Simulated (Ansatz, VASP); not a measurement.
# KCl: VASP beside Ansatz

Contents of INCAR:

```
SYSTEM = KCl
ALGO = Normal
EDIFF = 1E-6
ENCUT = 520
ISIF = 2
ISMEAR = -1
LASPH = .TRUE.
LCHARG = .FALSE.
LREAL = .FALSE.
LWAVE = .FALSE.
NBANDS = 15
NELM = 80
PREC = Accurate
SIGMA = 0.03
```

The input KPOINTS:

```
k-points
0
G
  7 7 7
  0 0 0
```

File POSCAR:

```
KCl
1.0
    0.0000000000      3.2180000288      3.2180000288
    3.2180000288      0.0000000000      3.2180000288
    3.2180000288      3.2180000288      0.0000000000
K Cl
1 1
Direct
    0.0000000000      0.0000000000      0.0000000000
    0.5000000000      0.5000000000      0.5000000000
```

Input for Ansatz:

```yaml
crystal:
  lattice:
    - [0.0, 3.2180000288, 3.2180000288]
    - [3.2180000288, 0.0, 3.2180000288]
    - [3.2180000288, 3.2180000288, 0.0]
  atoms:
    - { symbol: K, position: [0.0, 0.0, 0.0] }
    - { symbol: Cl, position: [0.5, 0.5, 0.5] }
kpoints:
  mp_grid: { grid: [7, 7, 7] }
  band_path:
    path:
      - [0.0, 0.0, 0.0]
      - [0.5, 0.0, 0.5]
      - [0.625, 0.25, 0.625]
      - [0.375, 0.375, 0.75]
      - [0.0, 0.0, 0.0]
      - [0.5, 0.5, 0.5]
      - [0.5, 0.25, 0.75]
      - [0.5, 0.0, 0.5]
    npoints: 5
scf:
  occupations: { method: fermi_dirac, width: 0.03 }
hamiltonian:
  xc: lda
  pseudopotentials: { kind: all_electron, lapw: { basis_error: 0.001 } }
output:
  forces: true
  stress: true
  eigenvalues: true
```

Change from the starting cell: volume scaled by 1.06.

Alike in both runs: task single point; functional LDA; k mesh 7 × 7 × 7; occupations fermi-dirac, width 0.03 eV; no spin polarisation.

|  | VASP | Ansatz |
| --- | --- | --- |
| version | VASP 6.6.1 | Ansatz 0.2.0 |
| potentials or method | VASP PAW LDA potentials, release 64 (K_sv, Cl), cutoff 520 eV | all-electron LAPW, scalar-relativistic |

```tsv
	VASP	Ansatz	Ansatz less VASP
gap on the k mesh at the Fermi level (eV)	4.54	4.53	-0.003
pressure (GPa)	-2.7	-2.7	-0.02
```

LDA's correlation is that of Perdew and Zunger in VASP and of Perdew and Wang (1992) in Ansatz. Ansatz ran all-electron here, and VASP with PAW potentials.
